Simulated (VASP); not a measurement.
# NaI (Fm-3m) in VASP: notebook

The runs below take NaI through single point, with LDA.

Program: VASP 6.6.1. These are calculated values, not measurements. Logs are shortened: lines on timing, memory, paths and dates and some standing lists are left out, and cuts for length are marked.

**1. The cell of the first run**

It takes space group Fm-3m (No. 225, cubic). The conventional cell has a = 6.473 Å, b = 6.473 Å, c = 6.473 Å, α = 90.00°, β = 90.00°, γ = 90.00°. Within 4.3 Å of Na (site symmetry m-3m) lie 6 I at 3.24 Å. Within 4.3 Å of I (site symmetry m-3m) lie 6 Na at 3.24 Å.

**2. Single point, LDA**

INCAR

```
SYSTEM = NaI
PREC = Accurate
ENCUT = 520
EDIFF = 1E-7
ISMEAR = 0
SIGMA = 0.01
LREAL = .False.
LASPH = .True.
NELM = 80
ALGO = Normal
ISIF = 2
LWAVE = .False.
LCHARG = .True.
LELF = .True.
LVHAR = .True.
NBANDS = 14
```

KPOINTS

```
Automatic mesh
0
Gamma
  6 6 6
  0 0 0
```

POSCAR

```
NaI
1.0
    0.0000000000      3.2364000000      3.2364000000
    3.2364000000      0.0000000000      3.2364000000
    3.2364000000      3.2364000000      0.0000000000
Na I
1 1
Direct
    0.0000000000      0.0000000000      0.0000000000
    0.5000000000      0.5000000000      0.5000000000
```

Potentials or basis: VASP PAW LDA potentials, release 64 (Na_pv, I).

Launch:

```console
$ cat potpaw_LDA.64/Na_pv/POTCAR potpaw_LDA.64/I/POTCAR > POTCAR
$ mpirun -np 1 vasp_std > vasp.out
```

OUTCAR:

```text
SYSTEM = NaI
   PREC = Accurate
   ENCUT = 520
   EDIFF = 1E-7
   ISMEAR = 0
   LREAL = .False.
   LASPH = .True.
   NELM = 80
   ISIF = 2

 ion  position               nearest neighbor table
   1  0.000  0.000  0.000-
   2  0.500  0.500  0.500-

  LATTYP: Found a face centered cubic cell.
 ALAT       =     6.4728000000

  Lattice vectors:

 A1 = (   0.0000000000,   3.2364000000,   3.2364000000)
 A2 = (   3.2364000000,   0.0000000000,   3.2364000000)
 A3 = (   3.2364000000,   3.2364000000,   0.0000000000)

Analysis of symmetry for initial positions (statically):
=====================================================================
 Subroutine PRICEL returns:
 Original cell was already a primitive cell.

 Routine SETGRP: Setting up the symmetry group for a
 face centered cubic supercell.

 Subroutine GETGRP returns: Found 48 space group operations
 (whereof 48 operations were pure point group operations)
 out of a pool of 48 trial point group operations.

The static configuration has the point symmetry O_h .

Analysis of symmetry for dynamics (positions and initial velocities):
=====================================================================
 Subroutine PRICEL returns:
 Original cell was already a primitive cell.

 Routine SETGRP: Setting up the symmetry group for a
 face centered cubic supercell.

 Subroutine GETGRP returns: Found 48 space group operations
 (whereof 48 operations were pure point group operations)
 out of a pool of 48 trial point group operations.

The dynamic configuration has the point symmetry O_h .

 Subroutine INISYM returns: Found 48 space group operations
 (whereof 48 operations are pure point group operations),
 and found     1 'primitive' translations

----------------------------------------------------------------------------------------

                                     Primitive cell

  volume of cell :      67.7980

  direct lattice vectors                    reciprocal lattice vectors
     0.000000000  3.236400000  3.236400000    -0.154492646  0.154492646  0.154492646
     3.236400000  0.000000000  3.236400000     0.154492646 -0.154492646  0.154492646
     3.236400000  3.236400000  0.000000000     0.154492646  0.154492646 -0.154492646

  length of vectors
     4.576960773  4.576960773  4.576960773     0.267589113  0.267589113  0.267589113

  position of ions in fractional coordinates (direct lattice)
     0.000000000  0.000000000  0.000000000
     0.500000000  0.500000000  0.500000000

  ion indices of the primitive-cell ions
   primitive index   ion index
                 1           1
                 2           2

----------------------------------------------------------------------------------------

 KPOINTS: Automatic mesh

Automatic generation of k-mesh.
 Grid dimensions read from file:
 generate k-points for:    6    6    6

 Generating k-lattice:

  Cartesian coordinates                     Fractional coordinates (reciprocal lattice)
    -0.025748774  0.025748774  0.025748774     0.166666667  0.000000000  0.000000000
     0.025748774 -0.025748774  0.025748774     0.000000000  0.166666667  0.000000000
     0.025748774  0.025748774 -0.025748774     0.000000000  0.000000000  0.166666667

  Length of vectors
     0.044598185  0.044598185  0.044598185

  Shift w.r.t. Gamma in fractional coordinates (k-lattice)
     0.000000000  0.000000000  0.000000000

 Subroutine IBZKPT returns following result:
 ===========================================

 Found     16 irreducible k-points:

 Following reciprocal coordinates:
            Coordinates               Weight
  0.000000  0.000000  0.000000      1.000000
  0.166667  0.000000  0.000000      8.000000
  0.333333  0.000000  0.000000      8.000000
  0.500000  0.000000  0.000000      4.000000
  0.166667  0.166667  0.000000      6.000000
  0.333333  0.166667  0.000000     24.000000
[... 8 lines left out ...]
 -0.333333  0.333333  0.166667     24.000000
 -0.333333  0.500000  0.166667     12.000000
   k-points           NKPTS =     16   k-points in BZ     NKDIM =     16   number of bands    NBANDS=     14
   number of dos      NEDOS =    301   number of ions     NIONS =      2
   total plane-waves  NPLWV =  46656
   dimension x,y,z NGX =    36 NGY =   36 NGZ =   36
   dimension x,y,z NGXF=    72 NGYF=   72 NGZF=   72
   ions per type =               1   1
   NGX,Y,Z   is equivalent  to a cutoff of  13.08, 13.08, 13.08 a.u.
   NGXF,Y,Z  is equivalent  to a cutoff of  26.15, 26.15, 26.15 a.u.
 SYSTEM =  NaI
   PREC   = accura    normal or accurate (medium, high low for compatibility)
   ISTART =      0    job   : 0-new  1-cont  2-samecut
   ICHARG =      2    charge: 1-file 2-atom 10-const
   ISPIN  =      1    spin polarized calculation?
   LNONCOLLINEAR =      F non collinear calculations
   LSORBIT =      F    spin-orbit coupling
   LASPH  =      T    aspherical Exc in radial PAW
   ENCUT  =  520.0 eV  38.22 Ry    6.18 a.u.   8.51  8.51  8.51*2*pi/ulx,y,z
   NELM   =     80;   NELMIN=  2; NELMDL= -5     # of ELM steps
   EDIFF  = 0.1E-06   stopping-criterion for ELM
   LREAL  =      F    real-space projection
   EDIFFG = 0.1E-05   stopping-criterion for IOM
   NSW    =      0    number of steps for IOM
   IBRION =     -1    ionic relax: 0-MD 1-quasi-New 2-CG
   NFREE  =      0    steps in history (QN), initial steepest desc. (CG)
   ISIF   =      2    stress and relaxation
   ISYM   =      2    0-nonsym 1-usesym 2-fastsym
   POTIM  = 0.5000    time-step for ionic-motion
   TEBEG  =    0.0;   TEEND  =   0.0 temperature during run
   PSTRESS=    0.0 pullay stress
   NELECT =      14.0000    total number of electrons
   NUPDOWN=      -1.0000    fix difference up-down
   EMIN   =  10.00;   EMAX   =-10.00  energy-range for DOS
   EFERMI =   0.00;   METHOD = LEGACY
   ISMEAR =     0;   SIGMA  =   0.01  broadening in eV -4-tet -1-fermi 0-gaus
   EFERMI_NEDOS =   21; number of points for ismear=-14 and -15
   IALGO  =     38    algorithm
   IMIX   =      4    mixing-type and parameters
     AMIX     =   0.40;   BMIX     =  1.00
     AMIX_MAG =   1.60;   BMIX_MAG =  1.00
  volume/ion in A,a.u.               =      33.90       228.76
  Fermi-wavevector in a.u.,A,eV,Ry     =   0.967636  1.828567 12.739397  0.936319
  Thomas-Fermi vector in A             =   2.097538
   LORBIT       =      0    0 simple, 1 ext, 2 COOP (PROOUT), +10 PAW based schemes
   GGA     = CA    functional components
   LHFCALC =     F    Hartree Fock is set to
   AEXX    =    0.0000 exact exchange contribution
   IVDW    =     0    specifies the selected vdW correction
   LEPSILON=     F    determine dielectric tensor
   LRPA    =     F    only Hartree local field effects (RPA)
 non-spin polarized calculation
 Gauss-broadening in eV      SIGMA  =   0.01
  energy-cutoff  :      520.00
  volume of cell :       67.80
 maximum number of plane-waves:      1853
 NGX is ok and might be reduce to    36
   NGX = 17   NGY = 17   NGZ = 17

 number of electron      14.0000001 magnetization

 Free energy of the ion-electron system (eV)
  ---------------------------------------------------
  ext. energy  EPLUGINS =         0.00000000
  ---------------------------------------------------
  free energy    TOTEN  =        -5.98168938 eV

  energy without entropy =       -5.98168938  energy(sigma->0) =       -5.98168938

 E-fermi :   0.7335     XC(G=0):  -8.1000

 val. band max:        0.6191501603   @ k =   0.0000   0.0000   0.0000
 cond. band min:       3.9643378190   @ k =   0.0000   0.0000   0.0000
 fundamental gap:      3.3451876587
 Fermi energy:         0.7335402710

 k-point     1 :       0.0000    0.0000    0.0000
  band No.  band energies     occupation
      1     -21.7686      2.00000
      2     -21.7686      2.00000
      3     -21.7686      2.00000
      4     -10.4644      2.00000
      5       0.6191      2.00000
      6       0.6191      2.00000
      7       0.6192      2.00000
      8       3.9643      0.00000
      9       8.4159      0.00000
     10       8.4159      0.00000
     11       8.4159      0.00000
     12      10.2850      0.00000
     13      10.2850      0.00000
     14      10.8113      0.00000

 k-point     2 :       0.1667    0.0000    0.0000
  band No.  band energies     occupation
      1     -21.7699      2.00000
      2     -21.7686      2.00000
      3     -21.7686      2.00000
      4     -10.3897      2.00000
      5      -0.1512      2.00000
      6       0.5423      2.00000
      7       0.5423      2.00000
      8       4.8043      0.00000
      9       7.9013      0.00000
     10       8.5994      0.00000
     11       8.5994      0.00000
     12       9.7234      0.00000
     13       9.7234      0.00000
     14      11.1533      0.00000

 k-point     3 :       0.3333    0.0000    0.0000
  band No.  band energies     occupation
      1     -21.7728      2.00000
      2     -21.7688      2.00000
      3     -21.7688      2.00000
      4     -10.2314      2.00000
      5      -1.2035      2.00000
      6       0.3991      2.00000
      7       0.3991      2.00000
      8       5.4787      0.00000
      9       8.1575      0.00000
     10       8.1575      0.00000
     11       8.4022      0.00000
     12      10.4964      0.00000
     13      10.7749      0.00000
     14      10.7749      0.00000
[... 188 lines left out ...]
 k-point    15 :      -0.3333    0.3333    0.1667
  band No.  band energies     occupation
      1     -21.7725      2.00000
      2     -21.7709      2.00000
      3     -21.7698      2.00000
      4     -10.0834      2.00000
      5      -1.1516      2.00000
      6      -0.5880      2.00000
      7      -0.0468      2.00000
      8       6.4363      0.00000
      9       7.0611      0.00000
     10       8.3161      0.00000
     11       8.9379      0.00000
     12      10.8641      0.00000
     13      12.1308      0.00000
     14      13.5042      0.00000

 k-point    16 :      -0.3333    0.5000    0.1667
  band No.  band energies     occupation
      1     -21.7722      2.00000
      2     -21.7709      2.00000
      3     -21.7704      2.00000
      4     -10.0636      2.00000
      5      -1.0975      2.00000
      6      -0.5179      2.00000
      7      -0.2988      2.00000
      8       5.7627      0.00000
      9       6.9491      0.00000
     10       8.9973      0.00000
     11       9.0292      0.00000
     12      11.9533      0.00000
     13      12.8664      0.00000
     14      13.1224      0.00000

------------------------ aborting loop because EDIFF is reached ----------------------------------------

  FORCE on cell =-STRESS in cart. coord.  units (eV):
  Direction    XX          YY          ZZ          XY          YZ          ZX
  --------------------------------------------------------------------------------------
  -------------------------------------------------------------------------------------
  Total       -0.6877154     -0.6877154     -0.6877154      0.0000000      0.0000000     -0.0000000
  in kB      -16.2518484    -16.2518484    -16.2518484      0.0000000      0.0000000     -0.0000000
  external PRESSURE =     -16.2518484 kB  Pullay stress =       0.0000000 kB

 VOLUME and BASIS-vectors are now :
 -----------------------------------------------------------------------------
  energy-cutoff  :      520.00
  volume of cell :       67.80
      direct lattice vectors                 reciprocal lattice vectors
     0.000000000  3.236400000  3.236400000    -0.154492646  0.154492646  0.154492646
     3.236400000  0.000000000  3.236400000     0.154492646 -0.154492646  0.154492646
     3.236400000  3.236400000  0.000000000     0.154492646  0.154492646 -0.154492646

 POSITION                                       TOTAL-FORCE (eV/Angst)
 -----------------------------------------------------------------------------------
      0.00000      0.00000      0.00000         0.000000      0.000000      0.000000
      3.23640      3.23640      3.23640        -0.000000     -0.000000     -0.000000
 -----------------------------------------------------------------------------------
    total drift:                                0.000000      0.000000      0.000000

  FREE ENERGIE OF THE ION-ELECTRON SYSTEM (eV)
  ---------------------------------------------------
  free  energy   TOTEN  =        -5.9816893761 eV

  energy  without entropy=       -5.9816893761  energy(sigma->0) =       -5.98168938
```

It took 6.6 s on 1 thread of Intel Xeon 6975P-C (Granite Rapids), shared host; peak memory 0.17 GiB.

Results:

```yaml
Free_energy: -5.9817 eV
Pressure: -1.6 GPa
Band_gap_on_the_k_mesh: 3.35 eV, direct
```

Caveat: spin-orbit coupling is left out, which moves the levels of the heavy elements.

**3. Single point, LDA**

INCAR

```
PREC = Accurate
ENCUT = 520
EDIFF = 1E-7
ISMEAR = 0
SIGMA = 0.01
LREAL = F
LASPH = T
NELM = 80
ALGO = Normal
ISIF = 2
LWAVE = F
LCHARG = F
GGA = CA
NBANDS = 14
```

KPOINTS

```
Automatic mesh
0
Gamma
  8 8 8
```

POSCAR is that of step 2.

Potentials or basis: VASP PAW LDA potentials, release 64 (Na_pv, I).

Launch:

```console
$ cat potpaw_LDA.64/Na_pv/POTCAR potpaw_LDA.64/I/POTCAR > POTCAR
$ mpirun -np 1 vasp_std > vasp.out
```

OUTCAR:

```text
PREC = Accurate
   ENCUT = 520
   EDIFF = 1E-7
   ISMEAR = 0
   LREAL = F
   LASPH = T
   NELM = 80
   ISIF = 2
   GGA = CA

 ion  position               nearest neighbor table
   1  0.000  0.000  0.000-
   2  0.500  0.500  0.500-

  LATTYP: Found a face centered cubic cell.
 ALAT       =     6.4728000000

  Lattice vectors:

 A1 = (   0.0000000000,   3.2364000000,   3.2364000000)
 A2 = (   3.2364000000,   0.0000000000,   3.2364000000)
 A3 = (   3.2364000000,   3.2364000000,   0.0000000000)

Analysis of symmetry for initial positions (statically):
=====================================================================
 Subroutine PRICEL returns:
 Original cell was already a primitive cell.

 Routine SETGRP: Setting up the symmetry group for a
 face centered cubic supercell.

 Subroutine GETGRP returns: Found 48 space group operations
 (whereof 48 operations were pure point group operations)
 out of a pool of 48 trial point group operations.

The static configuration has the point symmetry O_h .

Analysis of symmetry for dynamics (positions and initial velocities):
=====================================================================
 Subroutine PRICEL returns:
 Original cell was already a primitive cell.

 Routine SETGRP: Setting up the symmetry group for a
 face centered cubic supercell.

 Subroutine GETGRP returns: Found 48 space group operations
 (whereof 48 operations were pure point group operations)
 out of a pool of 48 trial point group operations.

The dynamic configuration has the point symmetry O_h .

 Subroutine INISYM returns: Found 48 space group operations
 (whereof 48 operations are pure point group operations),
 and found     1 'primitive' translations

----------------------------------------------------------------------------------------

                                     Primitive cell

  volume of cell :      67.7980
[... 112 lines left out ...]
  Thomas-Fermi vector in A             =   2.097538
   LORBIT       =      0    0 simple, 1 ext, 2 COOP (PROOUT), +10 PAW based schemes
   GGA     = CA    functional components
   LHFCALC =     F    Hartree Fock is set to
   AEXX    =    0.0000 exact exchange contribution
   IVDW    =     0    specifies the selected vdW correction
   LEPSILON=     F    determine dielectric tensor
   LRPA    =     F    only Hartree local field effects (RPA)
 non-spin polarized calculation
 Gauss-broadening in eV      SIGMA  =   0.01
  energy-cutoff  :      520.00
  volume of cell :       67.80
 maximum number of plane-waves:      1850
 NGX is ok and might be reduce to    36
   NGX = 17   NGY = 17   NGZ = 17

 number of electron      14.0000001 magnetization

 Free energy of the ion-electron system (eV)
  ---------------------------------------------------
  ext. energy  EPLUGINS =         0.00000000
  ---------------------------------------------------
  free energy    TOTEN  =        -5.98187037 eV

  energy without entropy =       -5.98187037  energy(sigma->0) =       -5.98187037

 E-fermi :   0.6767     XC(G=0):  -8.1000

 val. band max:        0.6189090012   @ k =   0.0000   0.0000   0.0000
 cond. band min:       3.9642621664   @ k =   0.0000   0.0000   0.0000
 fundamental gap:      3.3453531651
 Fermi energy:         0.6766834497

 k-point     1 :       0.0000    0.0000    0.0000
  band No.  band energies     occupation
      1     -21.7684      2.00000
      2     -21.7684      2.00000
      3     -21.7684      2.00000
      4     -10.4647      2.00000
      5       0.6189      2.00000
      6       0.6189      2.00000
      7       0.6189      2.00000
      8       3.9643      0.00000
      9       8.4158      0.00000
     10       8.4158      0.00000
     11       8.4158      0.00000
     12      10.2849      0.00000
     13      10.2849      0.00000
     14      10.8113      0.00000
[... 377 lines left out ...]
      1     -21.7730      2.00000
      2     -21.7700      2.00000
      3     -21.7692      2.00000
      4     -10.1053      2.00000
      5      -1.3467      2.00000
      6      -0.3219      2.00000
      7       0.1199      2.00000
      8       6.5440      0.00000
      9       6.7162      0.00000
     10       8.7078      0.00000
     11       8.7131      0.00000
     12      10.9261      0.00000
     13      11.8275      0.00000
     14      13.1163      0.00000

 [... further k-points ...]
[... 5 lines left out ...]
  --------------------------------------------------------------------------------------
  -------------------------------------------------------------------------------------
  Total       -0.6884433     -0.6884433     -0.6884433      0.0000000      0.0000000      0.0000000
  in kB      -16.2690499    -16.2690499    -16.2690499      0.0000000      0.0000000      0.0000000
  external PRESSURE =     -16.2690499 kB  Pullay stress =       0.0000000 kB

 VOLUME and BASIS-vectors are now :
 -----------------------------------------------------------------------------
  energy-cutoff  :      520.00
  volume of cell :       67.80
      direct lattice vectors                 reciprocal lattice vectors
     0.000000000  3.236400000  3.236400000    -0.154492646  0.154492646  0.154492646
     3.236400000  0.000000000  3.236400000     0.154492646 -0.154492646  0.154492646
     3.236400000  3.236400000  0.000000000     0.154492646  0.154492646 -0.154492646

 POSITION                                       TOTAL-FORCE (eV/Angst)
 -----------------------------------------------------------------------------------
      0.00000      0.00000      0.00000         0.000000      0.000000      0.000000
      3.23640      3.23640      3.23640         0.000000     -0.000000     -0.000000
 -----------------------------------------------------------------------------------
    total drift:                                0.000000      0.000000      0.000000

  FREE ENERGIE OF THE ION-ELECTRON SYSTEM (eV)
  ---------------------------------------------------
  free  energy   TOTEN  =        -5.9818703698 eV

  energy  without entropy=       -5.9818703698  energy(sigma->0) =       -5.98187037
```

Run time: 9.6 s. Hardware: 1 thread of Intel Xeon 6975P-C (Granite Rapids), shared host; peak memory 0.18 GiB.

What came out:

- Free energy: -5.9819 eV
- Pressure: -1.6 GPa
- Band gap on the k mesh: 3.35 eV, direct

Caveat: spin-orbit coupling is left out, which moves the levels of the heavy elements.
